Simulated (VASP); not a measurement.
# HCl (Fmmm) in VASP: relaxation of cell and atoms with PBEsol

Aim: the relaxation of cell and atoms of HCl with PBEsol.

All numbers are computed with VASP 6.6.1; they aren't measurements. Logs are shortened: lines on timing, memory, paths and dates and some standing lists are left out, and cuts for length are marked.

## Step 1: The cell of the first run

Symmetry: Fmmm, No. 69, orthorhombic system. The conventional cell has a = 5.030 Å, b = 5.350 Å, c = 5.710 Å, α = 90.00°, β = 90.00°, γ = 90.00°. H (site symmetry mmm) has 6 Cl at 2.52 to 2.85 Å within 3.3 Å. Within 3.3 Å of Cl (site symmetry mmm) lie 6 H at 2.52 to 2.85 Å.

## Step 2: Relaxation of cell and atoms, PBEsol

Input file INCAR:

```
SYSTEM = HCl
PREC = Accurate ; ENCUT = 600
EDIFF = 1E-6 ; ISMEAR = 0
SIGMA = 0.1 ; LREAL = .False.
LASPH = .True. ; NELM = 80
ALGO = Normal ; ISIF = 3
LWAVE = .False. ; LCHARG = .False.
GGA = PS ; IBRION = 2
NSW = 100 ; EDIFFG = -0.05
```

Input file KPOINTS:

```
regular mesh
0
Gamma
  6 6 6
  0 0 0
```

Input file POSCAR:

```
HCl
1.0
    0.0000000000      2.6750000000      2.8550000000
    2.5150000000      0.0000000000      2.8550000000
    2.5150000000      2.6750000000      0.0000000000
H Cl
1 1
Direct
    0.0000000000      0.0000000000      0.0000000000
    0.5000000000      0.5000000000      0.5000000000
```

Potentials or basis: VASP PAW PBE potentials, release 64 (H, Cl).

Launch:

```
> cat potpaw_PBE.64/H/POTCAR potpaw_PBE.64/Cl/POTCAR > POTCAR
> mpirun -np 1 vasp_std > vasp.out
```

OUTCAR:

```text
SYSTEM = HCl
   PREC = Accurate
   ENCUT = 600
   EDIFF = 1E-6
   ISMEAR = 0
   LREAL = .False.
   LASPH = .True.
   NELM = 80
   ISIF = 3
   GGA = PS
   IBRION = 2
   NSW = 100
   EDIFFG = -0.05

 ion  position               nearest neighbor table
   1  0.000  0.000  0.000-
   2  0.500  0.500  0.500-

  LATTYP: Found a face centered orthorhombic cell.
 ALAT       =     5.0300000000
 B/A-ratio  =     1.0636182903
 C/A-ratio  =     1.1351888668

  Lattice vectors:

 A1 = (   0.0000000000,   2.6750000000,   2.8550000000)
 A2 = (   2.5150000000,   0.0000000000,   2.8550000000)
 A3 = (   2.5150000000,   2.6750000000,   0.0000000000)

Analysis of symmetry for initial positions (statically):
=====================================================================
 Subroutine PRICEL returns:
 Original cell was already a primitive cell.

 Routine SETGRP: Setting up the symmetry group for a
 face centered orthorhombic supercell.

 Subroutine GETGRP returns: Found  8 space group operations
 (whereof  8 operations were pure point group operations)
 out of a pool of  8 trial point group operations.

The static configuration has the point symmetry D_2h.

Analysis of symmetry for dynamics (positions and initial velocities):
=====================================================================
 Subroutine PRICEL returns:
 Original cell was already a primitive cell.

 Routine SETGRP: Setting up the symmetry group for a
 face centered orthorhombic supercell.

 Subroutine GETGRP returns: Found  8 space group operations
 (whereof  8 operations were pure point group operations)
 out of a pool of  8 trial point group operations.

The dynamic configuration has the point symmetry D_2h.

 Subroutine INISYM returns: Found  8 space group operations
 (whereof  8 operations are pure point group operations),
 and found     1 'primitive' translations

----------------------------------------------------------------------------------------

                                     Primitive cell

  volume of cell :      38.4147

  direct lattice vectors                    reciprocal lattice vectors
     0.000000000  2.675000000  2.855000000    -0.198807157  0.186915888  0.175131349
     2.515000000  0.000000000  2.855000000     0.198807157 -0.186915888  0.175131349
     2.515000000  2.675000000  0.000000000     0.198807157  0.186915888 -0.175131349

  length of vectors
     3.912371404  3.804766747  3.671627704     0.324241922  0.324241922  0.324241922

  position of ions in fractional coordinates (direct lattice)
     0.000000000  0.000000000  0.000000000
     0.500000000  0.500000000  0.500000000

  ion indices of the primitive-cell ions
   primitive index   ion index
                 1           1
                 2           2

----------------------------------------------------------------------------------------

 KPOINTS: regular mesh

Automatic generation of k-mesh.
 Grid dimensions read from file:
 generate k-points for:    6    6    6

 Generating k-lattice:

  Cartesian coordinates                     Fractional coordinates (reciprocal lattice)
    -0.033134526  0.031152648  0.029188558     0.166666667  0.000000000  0.000000000
     0.033134526 -0.031152648  0.029188558    -0.000000000  0.166666667 -0.000000000
     0.033134526  0.031152648 -0.029188558     0.000000000 -0.000000000  0.166666667

  Length of vectors
     0.054040320  0.054040320  0.054040320

  Shift w.r.t. Gamma in fractional coordinates (k-lattice)
     0.000000000  0.000000000  0.000000000

 Subroutine IBZKPT returns following result:
 ===========================================

 Found     46 irreducible k-points:

 Following reciprocal coordinates:
            Coordinates               Weight
  0.000000  0.000000  0.000000      1.000000
  0.166667 -0.000000 -0.000000      8.000000
  0.333333 -0.000000 -0.000000      8.000000
  0.500000 -0.000000 -0.000000      4.000000
  0.166667  0.166667  0.000000      2.000000
  0.333333  0.166667  0.000000      8.000000
[... 16 lines left out ...]
 -0.166667  0.166667  0.166667      8.000000
  0.500000  0.333333  0.166667      4.000000
 [... further k-points ...]
   k-points           NKPTS =     46   k-points in BZ     NKDIM =     46   number of bands    NBANDS=      8
   number of dos      NEDOS =    301   number of ions     NIONS =      2
   total plane-waves  NPLWV =  28800
   dimension x,y,z NGX =    32 NGY =   30 NGZ =   30
   dimension x,y,z NGXF=    64 NGYF=   60 NGZF=   60
   ions per type =               1   1
   NGX,Y,Z   is equivalent  to a cutoff of  13.60, 13.11, 13.58 a.u.
   NGXF,Y,Z  is equivalent  to a cutoff of  27.20, 26.22, 27.17 a.u.
 SYSTEM =  HCl
   PREC   = accura    normal or accurate (medium, high low for compatibility)
   ISTART =      0    job   : 0-new  1-cont  2-samecut
   ICHARG =      2    charge: 1-file 2-atom 10-const
   ISPIN  =      1    spin polarized calculation?
   LNONCOLLINEAR =      F non collinear calculations
   LSORBIT =      F    spin-orbit coupling
   LASPH  =      T    aspherical Exc in radial PAW
   ENCUT  =  600.0 eV  44.10 Ry    6.64 a.u.   7.81  7.60  7.33*2*pi/ulx,y,z
   NELM   =     80;   NELMIN=  2; NELMDL= -5     # of ELM steps
   EDIFF  = 0.1E-05   stopping-criterion for ELM
   LREAL  =      F    real-space projection
   EDIFFG = -.5E-01   stopping-criterion for IOM
   NSW    =    100    number of steps for IOM
   IBRION =      2    ionic relax: 0-MD 1-quasi-New 2-CG
   NFREE  =      1    steps in history (QN), initial steepest desc. (CG)
   ISIF   =      3    stress and relaxation
   ISYM   =      2    0-nonsym 1-usesym 2-fastsym
   POTIM  = 0.5000    time-step for ionic-motion
   TEBEG  =    0.0;   TEEND  =   0.0 temperature during run
   PSTRESS=    0.0 pullay stress
   NELECT =       8.0000    total number of electrons
   NUPDOWN=      -1.0000    fix difference up-down
   EMIN   =  10.00;   EMAX   =-10.00  energy-range for DOS
   EFERMI =   0.00;   METHOD = LEGACY
   ISMEAR =     0;   SIGMA  =   0.10  broadening in eV -4-tet -1-fermi 0-gaus
   EFERMI_NEDOS =   21; number of points for ismear=-14 and -15
   IALGO  =     38    algorithm
   IMIX   =      4    mixing-type and parameters
     AMIX     =   0.40;   BMIX     =  1.00
     AMIX_MAG =   1.60;   BMIX_MAG =  1.00
  volume/ion in A,a.u.               =      19.21       129.62
  Fermi-wavevector in a.u.,A,eV,Ry     =   0.970373  1.833740 12.811579  0.941624
  Thomas-Fermi vector in A             =   2.100503
   LORBIT       =      0    0 simple, 1 ext, 2 COOP (PROOUT), +10 PAW based schemes
   GGA     = PS    functional components
   LHFCALC =     F    Hartree Fock is set to
   AEXX    =    0.0000 exact exchange contribution
   IVDW    =     0    specifies the selected vdW correction
   LEPSILON=     F    determine dielectric tensor
   LRPA    =     F    only Hartree local field effects (RPA)
 conjugate gradient relaxation of ions
 non-spin polarized calculation
 Gauss-broadening in eV      SIGMA  =   0.10
  energy-cutoff  :      600.00
  volume of cell :       38.41
 maximum number of plane-waves:      1306
   NGX = 15   NGY = 15   NGZ = 15

--------------------------------------- Ionic step        1  -------------------------------------------

 number of electron       8.0000000 magnetization

 Free energy of the ion-electron system (eV)
  ---------------------------------------------------
  ext. energy  EPLUGINS =         0.00000000
  ---------------------------------------------------
  free energy    TOTEN  =        -3.26335130 eV

  energy without entropy =       -3.25950713  energy(sigma->0) =       -3.26142922

------------------------ aborting loop because EDIFF is reached ----------------------------------------

  FORCE on cell =-STRESS in cart. coord.  units (eV):
  Direction    XX          YY          ZZ          XY          YZ          ZX
  --------------------------------------------------------------------------------------
  -------------------------------------------------------------------------------------
  Total       -3.8503601     -2.4194114     -1.5004006      0.0000000      0.0000000      0.0000000
  in kB     -160.5883523   -100.9072604    -62.5777485      0.0000000      0.0000000      0.0000000
  external PRESSURE =    -108.0244537 kB  Pullay stress =       0.0000000 kB
[... 901 lines left out ...]
 k-point    24 :       0.5000    0.3333    0.1667
  band No.  band energies     occupation
      1     -15.2423      2.00000
      2      -2.7513      2.00000
      3      -1.1074      2.00000
      4      -1.0741      2.00000
      5       2.4121      0.00000
      6       9.8540      0.00000
      7      12.2905      0.00000
      8      14.7650      0.00000

 [... further k-points ...]

[... ionic steps 4 to 18 ...]

--------------------------------------- Ionic step       19  -------------------------------------------

 number of electron       8.0000000 magnetization

------------------------ aborting loop because EDIFF is reached ----------------------------------------

  FORCE on cell =-STRESS in cart. coord.  units (eV):
  Direction    XX          YY          ZZ          XY          YZ          ZX
  --------------------------------------------------------------------------------------
  -------------------------------------------------------------------------------------
  Total        0.2874660      0.0266624      0.2014380      0.0000000      0.0000000      0.0000000
  in kB       12.8865409      1.1952225      9.0300723      0.0000000      0.0000000      0.0000000
  external PRESSURE =       7.7039452 kB  Pullay stress =       0.0000000 kB
[... 57 lines left out ...]
  energy  without entropy=       -5.7084070008  energy(sigma->0) =       -5.70840700

--------------------------------------- Ionic step       21  -------------------------------------------

 number of electron       7.9999999 magnetization

 Free energy of the ion-electron system (eV)
  ---------------------------------------------------
  ext. energy  EPLUGINS =         0.00000000
  ---------------------------------------------------
  free energy    TOTEN  =        -5.71179987 eV

  energy without entropy =       -5.71179987  energy(sigma->0) =       -5.71179987

 E-fermi :  -1.9092     XC(G=0):  -7.3306

 val. band max:       -2.3780240674   @ k =   0.5000  -0.1667   0.3333
 cond. band min:       0.2829281224   @ k =   0.0000   0.5000   0.5000
 fundamental gap:      2.6609521898
 Fermi energy:        -1.9092383947

 k-point     1 :       0.0000    0.0000    0.0000
  band No.  band energies     occupation
      1     -16.9476      2.00000
      2      -2.8758      2.00000
      3      -2.8299      2.00000
      4      -2.6168      2.00000
      5       0.6843      0.00000
      6       4.4883      0.00000
      7       8.4674      0.00000
      8      14.2665      0.00000
[... 282 lines left out ...]
  FREE ENERGIE OF THE ION-ELECTRON SYSTEM (eV)
  ---------------------------------------------------
  free  energy   TOTEN  =        -5.7117998652 eV

  energy  without entropy=       -5.7117998652  energy(sigma->0) =       -5.71179987

 reached required accuracy - stopping structural energy minimisation
```

It took 4.6 min on 1 thread of Intel Xeon 8259CL, shared host; peak memory 0.19 GiB.

Results:

- Free energy: -5.7118 eV
- Relaxed volume: 19.06 Å³/atom
- Relaxed cell: a = 4.987 Å, b = 3.760 Å, c = 3.930 Å, α = 80.83°, β = 48.10°, γ = 51.07°
- Space group after relaxing (to 0.1 Å): Fmmm (No. 69)
- Pressure after relaxing: 0.1 GPa
- Band gap on the k mesh: 2.66 eV (least direct gap 3.03 eV)

Final structure:
```yaml
crystal:
  lattice:
    - [0.00000, 3.61765, 3.43289]
    - [1.53483, 0.00000, 3.43289]
    - [1.53483, 3.61765, 0.00000]
  atoms:
    - { symbol: H, position: [0.00000, 0.00000, 0.00000] }
    - { symbol: Cl, position: [0.50000, 0.50000, 0.50000] }
```

Caveat: a cell axis changed by over 15 % at a fixed basis, so the end point is rough; the PAW data sets were made with another functional, which shifts forces and pressure a little. A hybrid or GW would open this gap; PBEsol tends to underestimate it.
